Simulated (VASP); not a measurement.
# InSe (R3m) in VASP: notebook, part 2 of 2

VASP 6.6.1.

## 4. Single point, PBE

Contents of INCAR:

```
SYSTEM = InSe
PREC = Accurate
ENCUT = 520
EDIFF = 1E-7
ISMEAR = -1
SIGMA = 0.05
LREAL = .False.
LASPH = .True.
NELM = 80
ALGO = Normal
ISIF = 2
LWAVE = .False.
LCHARG = .True.
GGA = PE
LELF = .True.
LVHAR = .True.
NBANDS = 27
```

Contents of KPOINTS:

```
Automatic mesh
0
Gamma
  11 11 11
  0 0 0
```

Contents of POSCAR:

```
InSe
1.0
    2.0000000000      1.1547005384      8.4400000000
   -2.0000000000      1.1547005384      8.4400000000
    0.0000000000     -2.3094010768      8.4400000000
In Se
2 2
Direct
    0.8886000000      0.8886000000      0.8886000000
    0.0000000000      0.0000000000      0.0000000000
    0.1719000000      0.1719000000      0.1719000000
    0.3835000000      0.3835000000      0.3835000000
```

Potentials or basis: VASP PAW PBE potentials, release 64 (In_d, Se).

Run with:

```sh
$ cat potpaw_PBE.64/In_d/POTCAR potpaw_PBE.64/Se/POTCAR > POTCAR
$ mpirun -np 1 vasp_std > vasp.out
```

OUTCAR:

```text
SYSTEM = InSe
   PREC = Accurate
   ENCUT = 520
   EDIFF = 1E-7
   ISMEAR = -1
   LREAL = .False.
   LASPH = .True.
   NELM = 80
   ISIF = 2
   GGA = PE

 ion  position               nearest neighbor table
   1  0.889  0.889  0.889-   3 2.63   3 2.63   3 2.63   2 2.82
   2  0.000  0.000  0.000-   4 2.64   4 2.64   4 2.64   1 2.82
   3  0.172  0.172  0.172-   1 2.63   1 2.63   1 2.63
   4  0.383  0.383  0.383-   2 2.64   2 2.64   2 2.64

  LATTYP: Found a trigonal (rhomboedric) cell.
 ALAT       =     8.7502533297
 COS(alpha) =     0.8955162542
[... 917 lines left out ...]
  Direction    XX          YY          ZZ          XY          YZ          ZX
  --------------------------------------------------------------------------------------
  -------------------------------------------------------------------------------------
  Total        2.3283908      2.3283908      1.4568397      0.0000000      0.0000000      0.0000000
  in kB       31.8987297     31.8987297     19.9585644      0.0000000      0.0000000      0.0000000
  external PRESSURE =      27.9186746 kB  Pullay stress =       0.0000000 kB

 VOLUME and BASIS-vectors are now :
 -----------------------------------------------------------------------------
  energy-cutoff  :      520.00
  volume of cell :      116.95
      direct lattice vectors                 reciprocal lattice vectors
     2.000000000  1.154700538  8.440000000     0.250000000  0.144337567  0.039494471
    -2.000000000  1.154700538  8.440000000    -0.250000000  0.144337567  0.039494471
     0.000000000 -2.309401077  8.440000000     0.000000000 -0.288675135  0.039494471

 POSITION                                       TOTAL-FORCE (eV/Angst)
 -----------------------------------------------------------------------------------
      0.00000      0.00000     22.49935         0.000000      0.000000      0.380959
      0.00000      0.00000      0.00000         0.000000     -0.000000     -0.365138
      0.00000      0.00000      4.35251         0.000000      0.000000     -0.274146
      0.00000      0.00000      9.71022         0.000000      0.000000      0.258325
 -----------------------------------------------------------------------------------
    total drift:                               -0.000000      0.000000      0.000353

  FREE ENERGIE OF THE ION-ELECTRON SYSTEM (eV)
  ---------------------------------------------------
  free  energy   TOTEN  =       -14.1377133857 eV

  energy  without entropy=      -14.1376966454  energy(sigma->0) =      -14.13770502
```

OSZICAR:

```text
N       E                     dE             d eps       ncg     rms          rms(c)
DAV:   1     0.340593756589E+03    0.34059E+03   -0.17284E+04  7884   0.155E+03
DAV:   2     0.262492376063E+02   -0.31434E+03   -0.30488E+03  7972   0.386E+02
DAV:   3    -0.127603791205E+02   -0.39010E+02   -0.38234E+02 10026   0.145E+02
DAV:   4    -0.145108279366E+02   -0.17504E+01   -0.17451E+01  9365   0.317E+01
DAV:   5    -0.145841593592E+02   -0.73331E-01   -0.73319E-01 12093   0.631E+00    0.664E+00
DAV:   6    -0.141521126422E+02    0.43205E+00   -0.84374E-01 11050   0.147E+01    0.410E+00
DAV:   7    -0.141371359176E+02    0.14977E-01   -0.36470E-01 10942   0.409E+00    0.123E+00
DAV:   8    -0.141363495991E+02    0.78632E-03   -0.31409E-02 11903   0.196E+00    0.566E-01
DAV:   9    -0.141375422396E+02   -0.11926E-02   -0.58745E-03  9840   0.603E-01    0.154E-01
DAV:  10    -0.141375901052E+02   -0.47866E-04   -0.36747E-04 10750   0.139E-01    0.797E-02
DAV:  11    -0.141377098175E+02   -0.11971E-03   -0.17326E-04  9573   0.102E-01    0.222E-02
DAV:  12    -0.141377082500E+02    0.15675E-05   -0.15332E-05 11894   0.360E-02    0.157E-02
DAV:  13    -0.141377122513E+02   -0.40013E-05   -0.67774E-06  9869   0.152E-02    0.812E-03
DAV:  14    -0.141377132946E+02   -0.10433E-05   -0.27381E-06  8665   0.158E-02    0.307E-03
DAV:  15    -0.141377134116E+02   -0.11699E-06   -0.20171E-07  8568   0.366E-03    0.723E-04
DAV:  16    -0.141377133857E+02    0.25933E-07   -0.56313E-08  6265   0.138E-03
   1 F= -.14137713E+02 E0= -.14137705E+02  d E =-.167403E-04
```

stdout:

```text
POSCAR found type information on POSCAR InSe
 POSCAR found :  2 types and       4 ions
 scaLAPACK will be used
 LDA part: xc-table for (Slater+PW92), standard interpolation
 POSCAR, INCAR and KPOINTS ok, starting setup
 FFT: planning ... GRIDC
 FFT: planning ... GRID_SOFT
 FFT: planning ... GRID
 WAVECAR not read
 entering main loop
```

Run time: 49 min. Hardware: 1 thread of AMD EPYC 7R43 (Zen 3), shared host; peak memory 0.87 GiB.

What came out:

| Item | Value |
| --- | --- |
| Free energy | -14.1377 eV |
| Pressure | 2.8 GPa |
| Largest force | 0.381 eV/Å |
| Band gap on the k mesh | 0.56 eV (least direct gap 0.58 eV) |

Forces in eV/Å, atoms in the order of the input:
```
In   0.000  0.000  0.381
In   0.000  0.000 -0.365
Se   0.000  0.000 -0.274
Se   0.000  0.000  0.258
```

Caveat: spin-orbit coupling is left out, which moves the levels of the heavy elements; an odd mesh through Γ misses points on the zone boundary, where band edges can lie.

## 5. Single point, PBE

Contents of INCAR:

```
  PREC = Accurate
  ENCUT = 520
  EDIFF = 1E-6
  ISMEAR = -1
  SIGMA = 0.05
  LREAL = False
  LASPH = True
  NELM = 60
  ALGO = Normal
  ISIF = 2
  LWAVE = False
  LCHARG = False
  GGA = PE
  NBANDS = 27
```

Contents of KPOINTS:

```
Automatic mesh
0
Gamma
  3 3 3
```

POSCAR is that of step 4.

Run with:

```sh
$ cat potpaw_PBE.64/In_d/POTCAR potpaw_PBE.64/Se/POTCAR > POTCAR
$ mpirun -np 1 vasp_std > vasp.out
```

It took 67 s on 1 thread of Intel Xeon 6975P-C (Granite Rapids), shared host; peak memory 0.6 GiB.

The run converged. Its results:

```yaml
Free_energy: -13.8413 eV
Pressure: 3.6 GPa
Largest_force: 0.349 eV/Å
Band_gap_on_the_k_mesh: 1.48 eV
```

Forces on the atoms (eV/Å):
```
In   0.000  0.000  0.349
In   0.000  0.000 -0.332
Se   0.000  0.000 -0.315
Se   0.000  0.000  0.298
```

Stress tensor (GPa, compression positive):
```
4.75 0.00 0.00
0.00 4.75 0.00
0.00 0.00 1.38
```

Levels at points of the mesh, in eV from the valence-band top:
| k point | band 16 | band 17 | band 18 | band 19 | band 20 | band 21 | band 22 | band 23 |
| --- | --- | --- | --- | --- | --- | --- | --- | --- |
| (0.00, 0.00, 0.00) | -0.73 | -0.73 | -0.64 | -0.64 | 2.23 | 2.64 | 4.92 | 4.92 |

Caveat: the k points lie up to 0.61 Å⁻¹ apart; spin-orbit coupling is left out, which moves the levels of the heavy elements; an odd mesh through Γ misses points on the zone boundary, where band edges can lie.

## 6. Overview

```tsv
level	k mesh	cutoff (eV)	smearing	gap on the mesh (eV)	pressure (GPa)	largest force (eV/Å)
PBEsol	4 × 4 × 4	520	gaussian 0.01 eV	0.33	0.5	0.31
pbesol exchange, pbe correlation	8 × 8 × 8	500	tetrahedron	0.36	-0.2	0.32
PBE	11 × 11 × 11	520	fermi-dirac 0.05 eV	0.56	2.8	0.38
PBE	3 × 3 × 3	520	fermi-dirac 0.05 eV	1.48	3.6	0.35
```

Alike in all rows: task single point; potentials or basis VASP PAW PBE potentials, release 64 (In_d, Se); no spin polarisation; cell as given.

Caveats: some runs use coarse meshes; spin-orbit coupling is left out, which moves the levels of the heavy elements; the PAW data sets were made with another functional, which shifts forces and pressure a little (at least some runs); an odd mesh through Γ misses points on the zone boundary, where band edges can lie (at least some runs).

Absolute energies hang on the potentials; compare differences alone.

## 7. Comparison with measurements

Step 3. A measured gap of InSe is 1.25 eV (300 K; “The Interaction of Hydrogen with the van der Waals Crystal γ-InSe”, 2020, pmc:7321205); the calculated 0.36 eV misses it by -0.89 eV. Spin-orbit coupling on In, Se is left out. The value is that of pbesol exchange, pbe correlation on a finite k mesh, which can miss the band edges, without temperature or zero-point motion.
